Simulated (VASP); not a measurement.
GaN:

```
Ga N
1.0
     0.00000    2.13920    2.13920
     2.13920    0.00000    2.13920
     2.13920    2.13920    0.00000
Ga N
1 1
Direct
  0.00000 0.00000 0.00000
  0.25000 0.25000 0.25000
```

This cell differs from its parent crystal: strain -4.9%.

Base run:

```yaml
Program: VASP 6.6.1
Functional: r2SCAN
Potentials_or_basis: VASP PAW PBE potentials, release 64 (Ga_d, N)
Cutoff: 520 eV
k_mesh: 10 × 10 × 10
Occupations: gaussian, width 0.01 eV
Spin: no spin polarisation
```

Its results: band gap on the k mesh 3.15 eV, direct; pressure 42.6 GPa.

**Question.** The run is repeated on the same cell with these changes: functional from r2SCAN to HSE06; k mesh from 10 × 10 × 10 to 6 × 6 × 6. What comes out?

**Answer.** Band gap on the k mesh 4.14 eV, direct; pressure 40.5 GPa.

Several settings changed at once, so the effect can't be laid on one alone.

Caveats: some runs use coarse meshes; the PAW data sets were made with another functional, which shifts forces and pressure a little.

A k mesh can miss the band edges.
